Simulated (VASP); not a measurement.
# TiO2 (C2/c) in VASP: single point with PBE

Aim: the single point of TiO2 with PBE.

Everything below comes from runs of VASP 6.6.1. Logs are shortened: lines on timing, memory, paths and dates and some standing lists are left out, and cuts for length are marked.

**1. The cell of the first run**

Symmetry: C2/c, No. 15, monoclinic system. Conventional cell: a = 5.373 Å, b = 5.373 Å, c = 5.474 Å, α = 90.00°, β = 117.63°, γ = 90.00°. Within 2.6 Å of Ti (site symmetry 2) lie 6 O at 1.95 to 2.00 Å. Within 2.6 Å of O (site symmetry 1) lie 3 Ti at 1.95 to 2.00 Å and 2 O at 2.47 Å.

**2. Single point, PBE**

The input, INCAR:

```
SYSTEM = TiO2
  ALGO = Normal
  EDIFF = 1E-7
  ENCUT = 520
  GGA = PE
  ISIF = 2
  ISMEAR = 0
  LASPH = .TRUE.
  LCHARG = .FALSE.
  LREAL = .FALSE.
  LWAVE = .FALSE.
  NBANDS = 60
  NELM = 80
  PREC = Accurate
  SIGMA = 0.02
```

The input, KPOINTS:

```
k-points
0
G
  6 6 6
  0 0 0
```

The input, POSCAR:

```
TiO2
1.0
    5.3725687869      0.0000000000      0.0000000000
    0.0000000000      5.3725608194      0.0000000000
   -2.5388471588      0.0000000000      4.8495695209
Ti O
4 8
Direct
    0.5000000000      0.3692564728      0.2500000000
    0.5000000000      0.6307435272      0.7500000000
    0.0000000000      0.8692564728      0.2500000000
    0.0000000000      0.1307435272      0.7500000000
    0.2085797738      0.8809880397      0.6625190255
    0.7914202262      0.1190119603      0.3374809745
    0.7914202262      0.8809880397      0.8374809745
    0.2085797738      0.1190119603      0.1625190255
    0.7085797738      0.3809880397      0.6625190255
    0.2914202262      0.6190119603      0.3374809745
    0.2914202262      0.3809880397      0.8374809745
    0.7085797738      0.6190119603      0.1625190255
```

Potentials or basis: VASP PAW PBE potentials, release 64 (Ti_sv, O).

Run with:

```sh
> cat potpaw_PBE.64/Ti_sv/POTCAR potpaw_PBE.64/O/POTCAR > POTCAR
> mpirun -np 1 vasp_std > vasp.out
```

OUTCAR:

```text
SYSTEM = TiO2
   EDIFF = 1E-7
   ENCUT = 520
   GGA = PE
   ISIF = 2
   ISMEAR = 0
   LASPH = .TRUE.
   LREAL = .FALSE.
   NELM = 80
   PREC = Accurate

 ion  position               nearest neighbor table
   1  0.500  0.369  0.250-  10 1.95  12 1.95   6 1.95   8 1.95  11 2.00   9 2.00
   2  0.500  0.631  0.750-   9 1.95  11 1.95   5 1.95   7 1.95  10 2.00  12 2.00
   3  0.000  0.869  0.250-   6 1.95   8 1.95  10 1.95  12 1.95   7 2.00   5 2.00
   4  0.000  0.131  0.750-   5 1.95   7 1.95   9 1.95  11 1.95   6 2.00   8 2.00
   5  0.209  0.881  0.663-   4 1.95   2 1.95   3 2.00
   6  0.791  0.119  0.337-   3 1.95   1 1.95   4 2.00
   7  0.791  0.881  0.837-   4 1.95   2 1.95   3 2.00
   8  0.209  0.119  0.163-   3 1.95   1 1.95   4 2.00
   9  0.709  0.381  0.663-   2 1.95   4 1.95   1 2.00
  10  0.291  0.619  0.337-   1 1.95   3 1.95   2 2.00
  11  0.291  0.381  0.837-   2 1.95   4 1.95   1 2.00
  12  0.709  0.619  0.163-   1 1.95   3 1.95   2 2.00

  LATTYP: Found a simple monoclinic cell.
 ALAT       =     5.3725687869
 B/A-ratio  =     0.9999985170
 C/A-ratio  =     1.0188691504
 COS(beta)  =    -0.4638057829

  Lattice vectors:

 A1 = (   5.3725687869,   0.0000000000,   0.0000000000)
 A2 = (   0.0000000000,   5.3725608194,   0.0000000000)
 A3 = (  -2.5388471588,   0.0000000000,   4.8495695209)

Analysis of symmetry for initial positions (statically):
=====================================================================
 Subroutine PRICEL returns following result:

  LATTYP: Found a base centered monoclinic cell.
 ALAT       =     5.3725687869
 B/A-ratio  =     0.9999985170
 C/A-ratio  =     1.0188691504
 COS(beta)  =    -0.4638057829

  Lattice vectors:

 A1 = (   2.6862843934,  -2.6862804097,   0.0000000000)
 A2 = (   2.6862843934,   2.6862804097,   0.0000000000)
 A3 = (  -2.5388471588,   0.0000000000,   4.8495695209)

   2 primitive cells build up your supercell.

 Routine SETGRP: Setting up the symmetry group for a
 simple monoclinic supercell.

 Subroutine GETGRP returns: Found  4 space group operations
 (whereof  2 operations were pure point group operations)
 out of a pool of  4 trial point group operations.

The static configuration has the point symmetry S_2 .
 The point group associated with its full space group is C_2h.

Analysis of symmetry for dynamics (positions and initial velocities):
=====================================================================
 Subroutine PRICEL returns following result:

  LATTYP: Found a base centered monoclinic cell.
 ALAT       =     5.3725687869
 B/A-ratio  =     0.9999985170
 C/A-ratio  =     1.0188691504
 COS(beta)  =    -0.4638057829

  Lattice vectors:

 A1 = (   2.6862843934,  -2.6862804097,   0.0000000000)
 A2 = (   2.6862843934,   2.6862804097,   0.0000000000)
 A3 = (  -2.5388471588,   0.0000000000,   4.8495695209)

   2 primitive cells build up your supercell.

 Routine SETGRP: Setting up the symmetry group for a
 simple monoclinic supercell.

 Subroutine GETGRP returns: Found  4 space group operations
 (whereof  2 operations were pure point group operations)
 out of a pool of  4 trial point group operations.

The dynamic configuration has the point symmetry S_2 .
 The point group associated with its full space group is C_2h.

 Subroutine INISYM returns: Found  4 space group operations
 (whereof  2 operations are pure point group operations),
 and found     2 'primitive' translations

----------------------------------------------------------------------------------------

                                     Primitive cell

  volume of cell :      69.9901

  direct lattice vectors                    reciprocal lattice vectors
     2.686284393 -2.686280410  0.000000000     0.186130702 -0.186130978  0.097443165
     2.686284393  2.686280410  0.000000000     0.186130702  0.186130978  0.097443165
    -2.538847159  0.000000000  4.849569521     0.000000000  0.000000000  0.206203869

  length of vectors
     3.798977005  3.798977005  5.473944595     0.280685856  0.280685856  0.206203869

  position of ions in fractional coordinates (direct lattice)
     0.130743527  0.869256473  0.250000000
     0.869256473  0.130743527  0.750000000
     0.327591734  0.089567813  0.662519026
     0.672408266  0.910432187  0.337480974
     0.910432187  0.672408266  0.837480974
     0.089567813  0.327591734  0.162519026

  ion indices of the primitive-cell ions
   primitive index   ion index
                 1           1
                 2           2
                 3           9
                 4          10
                 5          11
                 6          12

----------------------------------------------------------------------------------------

 KPOINTS: k-points

Automatic generation of k-mesh.
 Grid dimensions read from file:
 generate k-points for:    6    6    6

 Generating k-lattice:

  Cartesian coordinates                     Fractional coordinates (reciprocal lattice)
     0.031021784  0.000000000  0.016240528     0.166666667  0.000000000  0.000000000
     0.000000000  0.031021830  0.000000000     0.000000000  0.166666667  0.000000000
     0.000000000  0.000000000  0.034367312     0.000000000  0.000000000  0.166666667

  Length of vectors
     0.035015794  0.031021830  0.034367312

  Shift w.r.t. Gamma in fractional coordinates (k-lattice)
     0.000000000  0.000000000  0.000000000

 Subroutine IBZKPT returns following result:
 ===========================================

 Found     80 irreducible k-points:

 Following reciprocal coordinates:
            Coordinates               Weight
  0.000000  0.000000  0.000000      1.000000
  0.166667  0.000000  0.000000      2.000000
  0.333333  0.000000  0.000000      2.000000
  0.500000  0.000000  0.000000      1.000000
  0.000000  0.166667  0.000000      2.000000
  0.166667  0.166667  0.000000      4.000000
[... 16 lines left out ...]
  0.000000  0.166667  0.166667      4.000000
  0.166667  0.166667  0.166667      4.000000
 [... further k-points ...]
   k-points           NKPTS =     80   k-points in BZ     NKDIM =     80   number of bands    NBANDS=     60
   number of dos      NEDOS =    301   number of ions     NIONS =     12
   total plane-waves  NPLWV =  67200
   dimension x,y,z NGX =    40 NGY =   40 NGZ =   42
   dimension x,y,z NGXF=    80 NGYF=   80 NGZF=   84
   ions per type =               4   8
   NGX,Y,Z   is equivalent  to a cutoff of  12.38, 12.38, 12.76 a.u.
   NGXF,Y,Z  is equivalent  to a cutoff of  24.75, 24.75, 25.51 a.u.
 SYSTEM =  TiO2
   PREC   = accura    normal or accurate (medium, high low for compatibility)
   ISTART =      0    job   : 0-new  1-cont  2-samecut
   ICHARG =      2    charge: 1-file 2-atom 10-const
   ISPIN  =      1    spin polarized calculation?
   LNONCOLLINEAR =      F non collinear calculations
   LSORBIT =      F    spin-orbit coupling
   LASPH  =      T    aspherical Exc in radial PAW
   ENCUT  =  520.0 eV  38.22 Ry    6.18 a.u.   9.99  9.99 10.18*2*pi/ulx,y,z
   NELM   =     80;   NELMIN=  2; NELMDL= -5     # of ELM steps
   EDIFF  = 0.1E-06   stopping-criterion for ELM
   LREAL  =      F    real-space projection
   EDIFFG = 0.1E-05   stopping-criterion for IOM
   NSW    =      0    number of steps for IOM
   IBRION =     -1    ionic relax: 0-MD 1-quasi-New 2-CG
   NFREE  =      0    steps in history (QN), initial steepest desc. (CG)
   ISIF   =      2    stress and relaxation
   ISYM   =      2    0-nonsym 1-usesym 2-fastsym
   POTIM  = 0.5000    time-step for ionic-motion
   TEBEG  =    0.0;   TEEND  =   0.0 temperature during run
   PSTRESS=    0.0 pullay stress
   NELECT =      96.0000    total number of electrons
   NUPDOWN=      -1.0000    fix difference up-down
   EMIN   =  10.00;   EMAX   =-10.00  energy-range for DOS
   EFERMI =   0.00;   METHOD = LEGACY
   ISMEAR =     0;   SIGMA  =   0.02  broadening in eV -4-tet -1-fermi 0-gaus
   EFERMI_NEDOS =   21; number of points for ismear=-14 and -15
   IALGO  =     38    algorithm
   IMIX   =      4    mixing-type and parameters
     AMIX     =   0.40;   BMIX     =  1.00
     AMIX_MAG =   1.60;   BMIX_MAG =  1.00
  volume/ion in A,a.u.               =      11.67        78.72
  Fermi-wavevector in a.u.,A,eV,Ry     =   1.443698  2.728194 28.358139  2.084264
  Thomas-Fermi vector in A             =   2.562077
   LORBIT       =      0    0 simple, 1 ext, 2 COOP (PROOUT), +10 PAW based schemes
   GGA     = PE    functional components
   LHFCALC =     F    Hartree Fock is set to
   AEXX    =    0.0000 exact exchange contribution
   IVDW    =     0    specifies the selected vdW correction
   LEPSILON=     F    determine dielectric tensor
   LRPA    =     F    only Hartree local field effects (RPA)
 non-spin polarized calculation
 Gauss-broadening in eV      SIGMA  =   0.02
  energy-cutoff  :      520.00
  volume of cell :      139.98
 maximum number of plane-waves:      3788
   NGX = 19   NGY = 19   NGZ = 21

 number of electron      96.0000023 magnetization

 Free energy of the ion-electron system (eV)
  ---------------------------------------------------
  ext. energy  EPLUGINS =         0.00000000
  ---------------------------------------------------
  free energy    TOTEN  =      -107.71045065 eV

  energy without entropy =     -107.71045065  energy(sigma->0) =     -107.71045065

 E-fermi :   3.2512     XC(G=0): -10.5930

 val. band max:        3.1560646171   @ k =   0.0000   0.1667   0.0000
 cond. band min:       5.2646293535   @ k =   0.0000   0.0000   0.0000
 fundamental gap:      2.1085647364
 Fermi energy:         3.2512168552

 k-point     1 :       0.0000    0.0000    0.0000
  band No.  band energies     occupation
      1     -53.3115      2.00000
      2     -53.2824      2.00000
      3     -53.2815      2.00000
      4     -53.2607      2.00000
      5     -29.7395      2.00000
      6     -29.7010      2.00000
[... 52 lines left out ...]
     59       7.9101      0.00000
     60       7.9195      0.00000

 k-point     2 :       0.1667    0.0000    0.0000
  band No.  band energies     occupation
      1     -53.3096      2.00000
      2     -53.2844      2.00000
      3     -53.2801      2.00000
      4     -53.2621      2.00000
      5     -29.7329      2.00000
      6     -29.6989      2.00000
[... 1383 lines left out ...]
      4     -53.2688      2.00000
      5     -29.7096      2.00000
      6     -29.6931      2.00000
[... 52 lines left out ...]
     59       7.6742      0.00000
     60       7.7288      0.00000

 [... further k-points ...]
[... 5 lines left out ...]
  --------------------------------------------------------------------------------------
  -------------------------------------------------------------------------------------
  Total        0.4192894      0.4726337      0.6403300      0.0000000      0.0000000     -1.2712988
  in kB        4.7990797      5.4096448      7.3290539      0.0000000      0.0000000    -14.5509615
  external PRESSURE =       5.8459261 kB  Pullay stress =       0.0000000 kB

 VOLUME and BASIS-vectors are now :
 -----------------------------------------------------------------------------
  energy-cutoff  :      520.00
  volume of cell :      139.98
      direct lattice vectors                 reciprocal lattice vectors
     5.372568787  0.000000000  0.000000000     0.186130702  0.000000000  0.097443165
     0.000000000  5.372560819  0.000000000     0.000000000  0.186130978  0.000000000
    -2.538847159  0.000000000  4.849569521     0.000000000  0.000000000  0.206203869

 POSITION                                       TOTAL-FORCE (eV/Angst)
 -----------------------------------------------------------------------------------
      2.05157      1.98385      1.21239        -0.000000     -0.010907     -0.000000
      0.78215      3.38871      3.63718        -0.000000      0.010907     -0.000000
     -0.63471      4.67013      1.21239        -0.000000     -0.010907     -0.000000
     -1.90414      0.70243      3.63718        -0.000000      0.010907     -0.000000
     -0.56143      4.73316      3.21293         0.003695     -0.002680      0.018392
      3.39515      0.63940      1.63664        -0.003695      0.002680     -0.018392
      2.12572      4.73316      4.06142        -0.003695     -0.002680     -0.018392
      0.70800      0.63940      0.78815         0.003695      0.002680      0.018392
      2.12486      2.04688      3.21293         0.003695     -0.002680      0.018392
      0.70886      3.32568      1.63664        -0.003695      0.002680     -0.018392
     -0.56056      2.04688      4.06142        -0.003695     -0.002680     -0.018392
      3.39428      3.32568      0.78815         0.003695      0.002680      0.018392
 -----------------------------------------------------------------------------------
    total drift:                                0.000000      0.000000     -0.000000

  FREE ENERGIE OF THE ION-ELECTRON SYSTEM (eV)
  ---------------------------------------------------
  free  energy   TOTEN  =      -107.7104506546 eV

  energy  without entropy=     -107.7104506546  energy(sigma->0) =     -107.71045065
```

Wall time 20 min (1 thread of Oxide Virtual Turin-like, shared host); peak memory 0.52 GiB.

Results:

* Free energy: -107.7105 eV
* Pressure: 0.6 GPa
* Largest force: 0.019 eV/Å
* Band gap on the k mesh: 2.11 eV

Forces in eV/Å, atoms in the order of the input:
```
Ti   0.000 -0.011  0.000
Ti   0.000  0.011  0.000
Ti   0.000 -0.011  0.000
Ti   0.000  0.011  0.000
O    0.004 -0.003  0.018
O   -0.004  0.003 -0.018
O   -0.004 -0.003 -0.018
O    0.004  0.003  0.018
O    0.004 -0.003  0.018
O   -0.004  0.003 -0.018
O   -0.004 -0.003 -0.018
O    0.004  0.003  0.018
```

Levels at points of the mesh, in eV from the valence-band top:
| k point | band 46 | band 47 | band 48 | band 49 | band 50 | band 51 |
| --- | --- | --- | --- | --- | --- | --- |
| (0.00, 0.00, 0.00) | -0.42 | -0.06 | -0.05 | 2.11 | 2.76 | 3.15 |
| (0.50, 0.00, 0.00) | -0.67 | -0.21 | -0.21 | 2.84 | 2.84 | 3.19 |
| (0.00, 0.50, 0.00) | -0.57 | -0.20 | -0.20 | 2.87 | 2.87 | 3.03 |
| (0.50, 0.50, 0.00) | -0.85 | -0.65 | -0.65 | 3.19 | 3.19 | 3.45 |
| (0.00, 0.00, 0.50) | -0.11 | -0.06 | -0.06 | 2.43 | 2.43 | 3.21 |
| (0.50, 0.00, 0.50) | -0.73 | -0.25 | -0.25 | 2.93 | 2.93 | 3.20 |
| (0.00, 0.50, 0.50) | -0.39 | -0.39 | -0.39 | 3.03 | 3.03 | 3.03 |
| (0.50, 0.50, 0.50) | -0.86 | -0.63 | -0.63 | 3.16 | 3.16 | 3.46 |
